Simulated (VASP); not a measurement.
Crystal: SnH2.

```
Sn H
1.0
    -1.95459    1.94962    2.48777
     1.95459   -1.94962    2.48777
     1.95459    1.94962   -2.48777
Sn H
1 2
Direct
  0.00000 0.00000 0.00000
  0.24968 0.74968 0.50000
  0.75032 0.25032 0.50000
```

- Program: VASP 6.6.1
- Task: relaxation of cell and atoms
- Functional: PBE
- Potentials or basis: VASP PAW PBE potentials, release 64 (Sn_d, H)
- Cutoff: 600 eV
- k mesh: 12 × 12 × 12
- Occupations: gaussian, width 0.1 eV
- Spin: no spin polarisation

At the start: pressure 0.9 GPa; volume 12.64 Å³/atom.

How do energy, volume and symmetry change on relaxing?

Over 7 steps the energy falls by 2.4 meV/atom and the volume is 13.07 Å³/atom (+3.4 %); space group I4/mmm (No. 139, to 0.1 Å) before and after.

Step by step:
```
step  energy change (eV)  largest force (eV/Å)  pressure (GPa)  volume (Å³)
   1              0.0000                0.0039            0.88        37.92
   2             -0.0018                0.0031            0.44        38.30
   3             -0.0021                0.0017           -0.57        39.20
   4             -0.0027                0.0022           -0.19        38.82
   5             -0.0034                0.0016           -0.16        38.86
   6             -0.0053                0.0001           -0.16        38.99
   7             -0.0073                0.0032           -0.10        39.21
```

Final structure:
```
CELL_PARAMETERS angstrom
-1.94139 1.92846 2.61853
1.94139 -1.92846 2.61853
1.94139 1.92846 -2.61853
ATOMIC_POSITIONS crystal
Sn 0.00000 0.00000 0.00000
H 0.25018 0.75018 0.50000
H 0.74982 0.24982 0.50000
```
